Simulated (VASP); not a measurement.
Here is a VASP 6.6.1 calculation.

Contents of INCAR:

```
SYSTEM = CsI
  PREC = Accurate
  ENCUT = 500
  EDIFF = 1E-6
  ISMEAR = -1
  SIGMA = 0.01
  LREAL = .FALSE.
  LASPH = .TRUE.
  NELM = 120
  ALGO = Normal
  ISIF = 2
  LWAVE = .FALSE.
  LCHARG = .FALSE.
  NBANDS = 15
  GGA_COMPAT = .FALSE.
```

File KPOINTS:

```
Automatic mesh
0
G
  7 7 7
  0 0 0
```

File POSCAR:

```
CsI
1.0
    4.5667000000      0.0000000000      0.0000000000
    0.0000000000      4.5667000000      0.0000000000
    0.0000000000      0.0000000000      4.5210330000
Cs I
1 1
Direct
    0.0000000000      0.0000000000      0.0000000000
    0.5000000000      0.5000000000      0.5000000000
```

Potentials or basis: VASP PAW LDA potentials, release 64 (Cs_sv, I).

Run with:

```bash
$ cat potpaw_LDA.64/Cs_sv/POTCAR potpaw_LDA.64/I/POTCAR > POTCAR
$ mpirun -np 1 vasp_std > vasp.out
```

Q: What does it give for the pressure?

A: -1.3 GPa.

Q: Predict the band gap on the k mesh.

A: 3.57 eV, indirect (least direct gap 3.63 eV).

Stress tensor (GPa, compression positive):
```
-1.33  0.00  0.00
 0.00 -1.33  0.00
 0.00  0.00 -1.15
```

Caveat: the cell differs from its parent crystal (zz strain of -1 %); spin-orbit coupling is left out, which moves the levels of the heavy elements. A k mesh can miss the band edges.
